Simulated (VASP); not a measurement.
# SnS2 (P-3m1) in VASP: relaxation of the atoms with PBE

Aim: the relaxation of the atoms of SnS2 with PBE.

All numbers are computed with VASP 6.6.1; they aren't measurements. Logs are shortened: lines on timing, memory, paths and dates and some standing lists are left out, and cuts for length are marked.

### Step 1. The cell of the first run

Symmetry: P-3m1, No. 164, trigonal system. Conventional cell: a = 3.632 Å, b = 3.632 Å, c = 5.701 Å, α = 90.00°, β = 90.00°, γ = 120.00°. Within 3.4 Å of Sn (site symmetry -3m) lie 6 S at 2.56 Å. Within 3.7 Å of S (site symmetry 3m) lie 3 Sn at 2.56 Å and 12 S at 3.47 to 3.63 Å.

### Step 2. Relaxation of the atoms, PBE

The input, INCAR:

```
  PREC = Accurate
  ENCUT = 450
  EDIFF = 1E-7
  ISMEAR = -1
  SIGMA = 0.01
  LREAL = F
  LASPH = T
  NELM = 120
  ALGO = Normal
  ISIF = 2
  LWAVE = F
  LCHARG = F
  GGA = PE
  IBRION = 2
  NSW = 80
  EDIFFG = -0.01
  GGA_COMPAT = F
  NELMIN = 4
```

The input, KPOINTS:

```
Automatic mesh
0
Gamma
  1 1 1
  0.25 0.25 0.25
```

The input, POSCAR:

```
SnS2
1.0
    7.2639691590      0.0000000000      0.0000000000
   -3.6319845795      6.2907818240      0.0000000000
    0.0000000000      0.0000000000     11.4017617862
Sn S
8 16
Direct
    0.0000000000      0.0000000000      0.0000000000
    0.0000000000      0.0000000000      0.5000000000
    0.0000000000      0.5000000000      0.0000000000
    0.0000000000      0.5000000000      0.5000000000
    0.5000000000      0.0000000000      0.0000000000
    0.5000000000      0.0000000000      0.5000000000
    0.5000000000      0.5000000000      0.0000000000
    0.5000000000      0.5000000000      0.5000000000
    0.1666666666      0.3333333334      0.1286371498
    0.3333333334      0.1666666666      0.3713628502
    0.1666666666      0.3333333334      0.6286371498
    0.3333333334      0.1666666666      0.8713628502
    0.1666666666      0.8333333333      0.1286371498
    0.3333333334      0.6666666666      0.3713628502
    0.1666666666      0.8333333333      0.6286371498
    0.3333333334      0.6666666666      0.8713628502
    0.6666666666      0.3333333334      0.1286371498
    0.8333333333      0.1666666666      0.3713628502
    0.6666666666      0.3333333334      0.6286371498
    0.8333333333      0.1666666666      0.8713628502
    0.6666666666      0.8333333333      0.1286371498
    0.8333333333      0.6666666666      0.3713628502
    0.6666666666      0.8333333333      0.6286371498
    0.8333333333      0.6666666666      0.8713628502
```

Potentials or basis: VASP PAW PBE potentials, release 64 (Sn_d, S).

On the command line:

```sh
$ cat potpaw_PBE.64/Sn_d/POTCAR potpaw_PBE.64/S/POTCAR > POTCAR
$ mpirun -np 1 vasp_std > vasp.out
```

OUTCAR:

```text
PREC = Accurate
   ENCUT = 450
   EDIFF = 1E-7
   ISMEAR = -1
   LREAL = F
   LASPH = T
   NELM = 120
   ISIF = 2
   GGA = PE
   IBRION = 2
   NSW = 80
   EDIFFG = -0.01
   NELMIN = 4

 ion  position               nearest neighbor table
   1  0.000  0.000  0.000-  13 2.56  20 2.56   9 2.56  24 2.56  21 2.56  12 2.56   3 3.63   7 3.63
                             3 3.63   7 3.63   5 3.63   5 3.63
   2  0.000  0.000  0.500-  15 2.56  18 2.56  11 2.56  22 2.56  10 2.56  23 2.56   4 3.63   8 3.63
                             4 3.63   8 3.63   6 3.63   6 3.63
   3  0.000  0.500  0.000-   9 2.56  13 2.56  24 2.56  20 2.56  16 2.56  17 2.56   1 3.63   5 3.63
                             1 3.63   5 3.63   7 3.63   7 3.63
   4  0.000  0.500  0.500-  11 2.56  15 2.56  22 2.56  18 2.56  19 2.56  14 2.56   2 3.63   6 3.63
                             2 3.63   6 3.63   8 3.63   8 3.63
   5  0.500  0.000  0.000-  12 2.56  20 2.56  21 2.56  16 2.56  17 2.56  13 2.56   3 3.63   7 3.63
                             7 3.63   3 3.63   1 3.63   1 3.63
   6  0.500  0.000  0.500-  10 2.56  18 2.56  23 2.56  19 2.56  14 2.56  15 2.56   4 3.63   8 3.63
                             8 3.63   4 3.63   2 3.63   2 3.63
   7  0.500  0.500  0.000-  16 2.56  17 2.56  21 2.56  24 2.56  12 2.56   9 2.56   1 3.63   5 3.63
                             5 3.63   1 3.63   3 3.63   3 3.63
   8  0.500  0.500  0.500-  14 2.56  19 2.56  23 2.56  22 2.56  10 2.56  11 2.56   2 3.63   6 3.63
                             6 3.63   2 3.63   4 3.63   4 3.63
   9  0.167  0.333  0.129-   3 2.56   1 2.56   7 2.56
  10  0.333  0.167  0.371-   6 2.56   8 2.56   2 2.56
  11  0.167  0.333  0.629-   4 2.56   2 2.56   8 2.56
  12  0.333  0.167  0.871-   5 2.56   7 2.56   1 2.56
  13  0.167  0.833  0.129-   3 2.56   1 2.56   5 2.56
  14  0.333  0.667  0.371-   8 2.56   6 2.56   4 2.56
[... 15 lines left out ...]
  Lattice vectors:

 A1 = (   7.2639691590,   0.0000000000,   0.0000000000)
 A2 = (  -3.6319845795,   6.2907818240,   0.0000000000)
 A3 = (   0.0000000000,   0.0000000000,  11.4017617862)

Analysis of symmetry for initial positions (statically):
=====================================================================
 Subroutine PRICEL returns following result:

  LATTYP: Found a hexagonal cell.
 ALAT       =     3.6319845795
 C/A-ratio  =     1.5696324608

  Lattice vectors:

 A1 = (   3.6319845795,   0.0000000000,   0.0000000000)
 A2 = (  -1.8159922898,   3.1453909120,   0.0000000000)
 A3 = (   0.0000000000,   0.0000000000,   5.7008808931)

   8 primitive cells build up your supercell.

 Routine SETGRP: Setting up the symmetry group for a
 hexagonal supercell.

 Subroutine GETGRP returns: Found 12 space group operations
 (whereof 12 operations were pure point group operations)
 out of a pool of 24 trial point group operations.

The static configuration has the point symmetry D_3d.

Analysis of symmetry for dynamics (positions and initial velocities):
=====================================================================
 Subroutine PRICEL returns following result:

  LATTYP: Found a hexagonal cell.
 ALAT       =     3.6319845795
 C/A-ratio  =     1.5696324608

  Lattice vectors:

 A1 = (   3.6319845795,   0.0000000000,   0.0000000000)
 A2 = (  -1.8159922898,   3.1453909120,   0.0000000000)
 A3 = (   0.0000000000,   0.0000000000,   5.7008808931)

   8 primitive cells build up your supercell.

 Routine SETGRP: Setting up the symmetry group for a
 hexagonal supercell.

 Subroutine GETGRP returns: Found 12 space group operations
 (whereof 12 operations were pure point group operations)
 out of a pool of 24 trial point group operations.

The dynamic configuration has the point symmetry D_3d.

 Subroutine INISYM returns: Found 12 space group operations
 (whereof 12 operations are pure point group operations),
 and found     8 'primitive' translations

----------------------------------------------------------------------------------------

                                     Primitive cell

  volume of cell :      65.1269

  direct lattice vectors                    reciprocal lattice vectors
     3.631984580  0.000000000  0.000000000     0.275331565  0.158962753  0.000000000
    -1.815992290  3.145390912  0.000000000     0.000000000  0.317925507  0.000000000
     0.000000000  0.000000000  5.700880893     0.000000000  0.000000000  0.175411488

  length of vectors
     3.631984580  3.631984579  5.700880893     0.317925507  0.317925507  0.175411488

  position of ions in fractional coordinates (direct lattice)
     0.000000000  0.000000000  0.000000000
     0.333333333  0.666666667  0.257274300
     0.666666667  0.333333333  0.742725700

  ion indices of the primitive-cell ions
   primitive index   ion index
                 1           1
                 2          13
                 3          20

----------------------------------------------------------------------------------------

 KPOINTS: Automatic mesh

Automatic generation of k-mesh.
 Grid dimensions read from file:
 generate k-points for:    1    1    1

 Generating k-lattice:

  Cartesian coordinates                     Fractional coordinates (reciprocal lattice)
     0.137665783  0.079481377  0.000000000     1.000000000 -0.000000000  0.000000000
     0.000000000  0.158962753  0.000000000     0.000000000  1.000000000  0.000000000
     0.000000000  0.000000000  0.087705744     0.000000000  0.000000000  1.000000000

  Length of vectors
     0.158962753  0.158962753  0.087705744

  Shift w.r.t. Gamma in fractional coordinates (k-lattice)
     0.250000000  0.250000000  0.250000000

 Subroutine IBZKPT returns following result:
 ===========================================

 Found      1 irreducible k-points:

 Following reciprocal coordinates:
            Coordinates               Weight
  0.250000  0.250000  0.250000     12.000000
   k-points           NKPTS =      1   k-points in BZ     NKDIM =      1   number of bands    NBANDS=    124
   number of dos      NEDOS =    301   number of ions     NIONS =     24
   total plane-waves  NPLWV = 200000
   dimension x,y,z NGX =    50 NGY =   50 NGZ =   80
   dimension x,y,z NGXF=   100 NGYF=  100 NGZF=  160
   ions per type =               8  16
   NGX,Y,Z   is equivalent  to a cutoff of  11.44, 11.44, 11.66 a.u.
   NGXF,Y,Z  is equivalent  to a cutoff of  22.89, 22.89, 23.33 a.u.
 SYSTEM =  unknown system
   PREC   = accura    normal or accurate (medium, high low for compatibility)
   ISTART =      0    job   : 0-new  1-cont  2-samecut
   ICHARG =      2    charge: 1-file 2-atom 10-const
   ISPIN  =      1    spin polarized calculation?
   LNONCOLLINEAR =      F non collinear calculations
   LSORBIT =      F    spin-orbit coupling
   LASPH  =      T    aspherical Exc in radial PAW
   ENCUT  =  450.0 eV  33.07 Ry    5.75 a.u.  12.56 12.56 19.72*2*pi/ulx,y,z
   NELM   =    120;   NELMIN=  4; NELMDL= -5     # of ELM steps
   EDIFF  = 0.1E-06   stopping-criterion for ELM
   LREAL  =      F    real-space projection
   EDIFFG = -.1E-01   stopping-criterion for IOM
   NSW    =     80    number of steps for IOM
   IBRION =      2    ionic relax: 0-MD 1-quasi-New 2-CG
   NFREE  =      1    steps in history (QN), initial steepest desc. (CG)
   ISIF   =      2    stress and relaxation
   ISYM   =      2    0-nonsym 1-usesym 2-fastsym
   POTIM  = 0.5000    time-step for ionic-motion
   TEBEG  =    0.0;   TEEND  =   0.0 temperature during run
   PSTRESS=    0.0 pullay stress
   NELECT =     208.0000    total number of electrons
   NUPDOWN=      -1.0000    fix difference up-down
   EMIN   =  10.00;   EMAX   =-10.00  energy-range for DOS
   EFERMI =   0.00;   METHOD = LEGACY
   ISMEAR =    -1;   SIGMA  =   0.01  broadening in eV -4-tet -1-fermi 0-gaus
   EFERMI_NEDOS =   21; number of points for ismear=-14 and -15
   IALGO  =     38    algorithm
   IMIX   =      4    mixing-type and parameters
     AMIX     =   0.40;   BMIX     =  1.00
     AMIX_MAG =   1.60;   BMIX_MAG =  1.00
  volume/ion in A,a.u.               =      21.71       146.50
  Fermi-wavevector in a.u.,A,eV,Ry     =   1.205440  2.277952 19.770444  1.453087
  Thomas-Fermi vector in A             =   2.341137
   LORBIT       =      0    0 simple, 1 ext, 2 COOP (PROOUT), +10 PAW based schemes
   GGA     = PE    functional components
   LHFCALC =     F    Hartree Fock is set to
   AEXX    =    0.0000 exact exchange contribution
   IVDW    =     0    specifies the selected vdW correction
   LEPSILON=     F    determine dielectric tensor
   LRPA    =     F    only Hartree local field effects (RPA)
 conjugate gradient relaxation of ions
 non-spin polarized calculation
  energy-cutoff  :      450.00
  volume of cell :      521.02
 maximum number of plane-waves:     11284
 NGX is ok and might be reduce to    50
   NGX = 25   NGY = 25   NGZ = 39

--------------------------------------- Ionic step        1  -------------------------------------------

 number of electron     208.0000163 magnetization

 Free energy of the ion-electron system (eV)
  ---------------------------------------------------
  ext. energy  EPLUGINS =         0.00000000
  ---------------------------------------------------
  free energy    TOTEN  =      -108.61114254 eV

  energy without entropy =     -108.61114254  energy(sigma->0) =     -108.61114254

------------------------ aborting loop because EDIFF is reached ----------------------------------------

  FORCE on cell =-STRESS in cart. coord.  units (eV):
  Direction    XX          YY          ZZ          XY          YZ          ZX
  --------------------------------------------------------------------------------------
  -------------------------------------------------------------------------------------
  Total        6.5105728      6.5105728     21.0468542      0.0000000     -0.0000000      0.0000000
  in kB       20.0206976     20.0206976     64.7212949      0.0000000     -0.0000000      0.0000000
  external PRESSURE =      34.9208967 kB  Pullay stress =       0.0000000 kB
[... 101 lines left out ...]
  energy  without entropy=     -108.6217173062  energy(sigma->0) =     -108.62171731

--------------------------------------- Ionic step        3  -------------------------------------------

 number of electron     208.0000171 magnetization

 Free energy of the ion-electron system (eV)
  ---------------------------------------------------
  ext. energy  EPLUGINS =         0.00000000
  ---------------------------------------------------
  free energy    TOTEN  =      -108.62327895 eV

  energy without entropy =     -108.62327895  energy(sigma->0) =     -108.62327895

 E-fermi :   5.4605     XC(G=0):  -9.8859

 val. band max:        5.1606658728   @ k =   0.2500   0.2500   0.2500
 cond. band min:       7.2447073328   @ k =   0.2500   0.2500   0.2500
 fundamental gap:      2.0840414600
 Fermi energy:         5.4605498126

 k-point     1 :       0.2500    0.2500    0.2500
  band No.  band energies     occupation
      1     -15.7816      2.00000
      2     -15.7816      2.00000
      3     -15.7813      2.00000
      4     -15.7813      2.00000
      5     -15.7743      2.00000
      6     -15.7741      2.00000
[... 108 lines left out ...]
    115      10.4393      0.00000
    116      10.5145      0.00000
 [bands above 116 left out]

------------------------ aborting loop because EDIFF is reached ----------------------------------------

  FORCE on cell =-STRESS in cart. coord.  units (eV):
  Direction    XX          YY          ZZ          XY          YZ          ZX
  --------------------------------------------------------------------------------------
  -------------------------------------------------------------------------------------
  Total        5.3051998      5.3051998     18.3715640      0.0000000      0.0000000      0.0000000
  in kB       16.3140484     16.3140484     56.4944955      0.0000000      0.0000000      0.0000000
  external PRESSURE =      29.7075308 kB  Pullay stress =       0.0000000 kB
[... 39 lines left out ...]
  FREE ENERGIE OF THE ION-ELECTRON SYSTEM (eV)
  ---------------------------------------------------
  free  energy   TOTEN  =      -108.6232789454 eV

  energy  without entropy=     -108.6232789454  energy(sigma->0) =     -108.62327895

 reached required accuracy - stopping structural energy minimisation
```

Run time: 9.2 min. Hardware: 1 thread of Intel Xeon 8259CL, shared host; peak memory 0.51 GiB.

Results:

| Property | Result |
| --- | --- |
| Free energy | -108.6233 eV |
| Energy gained by relaxing | 0.5 meV/atom |
| Ionic steps | 3 |
| Pressure after relaxing | 3.0 GPa |

Forces in eV/Å, atoms in the order of the input:
```
Sn   0.000  0.000  0.000
Sn   0.000  0.000  0.000
Sn   0.000  0.000  0.000
Sn   0.000  0.000  0.000
Sn   0.000  0.000  0.000
Sn   0.000  0.000  0.000
Sn   0.000  0.000  0.000
Sn   0.000  0.000  0.000
S    0.000  0.000 -0.003
S    0.000  0.000  0.003
S    0.000  0.000 -0.003
S    0.000  0.000  0.003
S    0.000  0.000 -0.003
S    0.000  0.000  0.003
S    0.000  0.000 -0.003
S    0.000  0.000  0.003
S    0.000  0.000 -0.003
S    0.000  0.000  0.003
S    0.000  0.000 -0.003
S    0.000  0.000  0.003
S    0.000  0.000 -0.003
S    0.000  0.000  0.003
S    0.000  0.000 -0.003
S    0.000  0.000  0.003
```

The path:
```csv
step,energy change (eV),largest force (eV/Å),pressure (GPa)
1,0.0000,0.1424,3.49
2,-0.0106,0.0513,3.17
3,-0.0121,0.0029,2.97
```

Final structure:
```
Sn S
1.0
     7.26397    0.00000    0.00000
    -3.63198    6.29078    0.00000
     0.00000    0.00000   11.40176
Sn S
8 16
Direct
  0.00000 0.00000 0.00000
  0.00000 0.00000 0.50000
  0.00000 0.50000 0.00000
  0.00000 0.50000 0.50000
  0.50000 0.00000 0.00000
  0.50000 0.00000 0.50000
  0.50000 0.50000 0.00000
  0.50000 0.50000 0.50000
  0.16667 0.33333 0.12960
  0.33333 0.16667 0.37040
  0.16667 0.33333 0.62960
  0.33333 0.16667 0.87040
  0.16667 0.83333 0.12960
  0.33333 0.66667 0.37040
  0.16667 0.83333 0.62960
  0.33333 0.66667 0.87040
  0.66667 0.33333 0.12960
  0.83333 0.16667 0.37040
  0.66667 0.33333 0.62960
  0.83333 0.16667 0.87040
  0.66667 0.83333 0.12960
  0.83333 0.66667 0.37040
  0.66667 0.83333 0.62960
  0.83333 0.66667 0.87040
```

Levels at points of the mesh, in eV from the Fermi level:
| k point | band 101 | band 102 | band 103 | band 104 | band 105 | band 106 | band 107 | band 108 |
| --- | --- | --- | --- | --- | --- | --- | --- | --- |
| (0.25, 0.25, 0.25) | -0.63 | -0.56 | -0.54 | -0.30 | 1.78 | 2.01 | 2.10 | 2.33 |

Caveat: the k points lie up to 1.00 Å⁻¹ apart, too coarse for converged energies, forces and pressures; spin-orbit coupling is left out, which moves the levels of the heavy elements.
